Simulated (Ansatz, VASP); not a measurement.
## One calculation of SiC, two programs

```xyz
8
Lattice="4.3795 0.0000 0.0000 0.0000 4.3795 0.0000 0.0000 0.0000 4.3795" Properties=species:S:1:pos:R:3 pbc="T T T"
Si    0.0000    0.0000    0.0000
Si    0.0000    2.1898    2.1898
Si    2.1898    0.0000    2.1898
Si    2.1898    2.1898    0.0000
C     1.0949    1.0949    1.0949
C     1.0949    3.2847    3.2847
C     3.2847    1.0949    3.2847
C     3.2847    3.2847    1.0949
```

Alike in both runs: functional PBE; k mesh 6 × 6 × 6; no spin polarisation.

Ansatz relaxed the structure, and its values are those at the end. VASP's run is a single point on that final structure, the one shown.

|  | VASP | Ansatz |
| --- | --- | --- |
| version | VASP 6.6.1 | Ansatz 0.2.0 |
| potentials or method | VASP PAW PBE potentials, release 64 (Si, C), cutoff 520 eV | scalar-relativistic, plane waves, PAW |
| occupations | gaussian, width 0.01 eV | fixed |
| valence electrons in the cell | 32 | 32 |

|  | VASP | Ansatz | Ansatz less VASP |
| --- | --- | --- | --- |
| gap on the k mesh at the Fermi level (eV) | 1.37 | 1.37 | +0.002 |
| least direct gap on the mesh (eV) | 1.37 | 1.37 | +0.002 |
| pressure (GPa) | 0.0 | 0.0 | +0.05 |
